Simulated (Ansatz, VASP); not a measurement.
## PC4: VASP beside Ansatz

```
P C
1.0
     2.46913    0.00000    0.00000
    -1.23457    2.13833    0.00000
     0.00000    0.00000   11.82338
P C
1 4
Cartesian
  0.0000 0.0000 0.0000
  0.0000 1.4256 7.6957
  0.0000 1.4256 4.1274
  1.2346 0.7128 4.1277
  1.2346 0.7128 7.6959
```

Change from the starting cell: species swapped into the Co4H type (P-3m1, No. 164).

Alike in both runs: functional PBE; k mesh 6 × 6 × 2; occupations gaussian, width 0.1 eV; no spin polarisation.

Ansatz relaxed the structure, and its values are those at the end. VASP's run is a single point on that final structure, the one shown.

|  | VASP | Ansatz |
| --- | --- | --- |
| version | VASP 6.6.1 | Ansatz 0.2.0 |
| potentials or method | VASP PAW PBE potentials, release 64 (P, C), cutoff 520 eV | scalar-relativistic, plane waves, PAW |
| valence electrons in the cell | 21 | 21 |

|  | VASP | Ansatz | Ansatz less VASP |
| --- | --- | --- | --- |
| gap on the k mesh at the Fermi level (eV) | none | none | - |
| pressure (GPa) | 0.3 | 0.1 | -0.17 |

A gap of «none» marks a metal or a gap that the smearing closes.

The k mesh is coarse, so the values compare programs but aren't converged.
